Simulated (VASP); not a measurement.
Input of a VASP 6.6.1 run:

File INCAR:

```
ALGO     = Normal         # electronic algorithm
EDIFF    = 1E-7           # SCF threshold, eV
EDIFFG   = -0.02          # ionic threshold
ENCUT    = 600            # plane-wave cutoff, eV
GGA      = LIBXC          # functional
GGA_COMPAT= F            
IBRION   = 2              # ionic algorithm
ISIF     = 3              # what is computed and relaxed
ISMEAR   = 0              # smearing method
ISPIN    = 2              # spin polarisation
LASPH    = T              # aspherical terms in the spheres
LCHARG   = F              # write CHGCAR
LIBXC1   = GGA_X_PBE_SOL
LIBXC2   = GGA_C_PBE    
LMAXMIX  = 4              # l up to which the mixer works
LORBIT   = 11             # projections on sites
LREAL    = F              # projectors in reciprocal space
LWAVE    = F              # write WAVECAR
MAGMOM   = 0 2.5          # initial moments
NELM     = 200            # most SCF steps
NELMIN   = 4            
NSW      = 60             # ionic steps
PREC     = Accurate       # precision mode
SIGMA    = 0.1            # smearing width, eV
```

Contents of KPOINTS:

```
k-points
0
Gamma
  7 7 7
```

Contents of POSCAR:

```
TiCo
1.0
    2.9861109900      0.0000000000      0.0000000000
    0.0000000000      2.9861109900      0.0000000000
    0.0000000000      0.0000000000      2.9861109900
Ti Co
1 1
Direct
    0.0000000000      0.0000000000      0.0000000000
    0.4999999983      0.4999999983      0.4999999983
```

Potentials or basis: VASP PAW PBE potentials, release 64 (Ti_sv, Co).

The run is started by

```sh
$ cat potpaw_PBE.64/Ti_sv/POTCAR potpaw_PBE.64/Co/POTCAR > POTCAR
$ mpirun -np 1 vasp_std > vasp.out
```

**Question.** Estimate the net moment.

**Answer.** 0.78 μB per cell.

**Question.** What does it give for the space group after relaxing (to 0.1 Å)?

**Answer.** Pm-3m (No. 221).

**Question.** Predict the relaxed cell.

**Answer.** a = 2.937 Å, b = 2.937 Å, c = 2.937 Å, α = 90.00°, β = 90.00°, γ = 90.00°.

Final structure:
```xyz
2
Lattice="2.9365 0.0000 0.0000 0.0000 2.9365 0.0000 0.0000 0.0000 2.9365" Properties=species:S:1:pos:R:3 pbc="T T T"
Ti    0.0000    0.0000    0.0000
Co    1.4683    1.4683    1.4683
```
